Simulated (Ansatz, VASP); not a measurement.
## One calculation of V, two programs

```
V
1.0
    -1.49918    1.49918    1.49918
     1.49918   -1.49918    1.49918
     1.49918    1.49918   -1.49918
V
1
Direct
  0.00000 0.00000 0.00000
```

Alike in both runs: task single point; functional PBE; k mesh 15 × 15 × 15; occupations methfessel-paxton of order 1, width 0.1 eV; no spin polarisation.

|  | VASP | Ansatz |
| --- | --- | --- |
| version | VASP 6.6.1 | Ansatz 0.2.0 |
| potentials or method | VASP PAW PBE potentials, release 64 (V_sv), cutoff 520 eV | plane waves (420 eV) with PAW, scalar-relativistic |
| valence electrons in the cell | 13 | 13 |

Ansatz gave:

```
pressure (GPa) : -0.6
```

Question: Estimate VASP's values.

Answer: Pressure (GPa): -0.4.
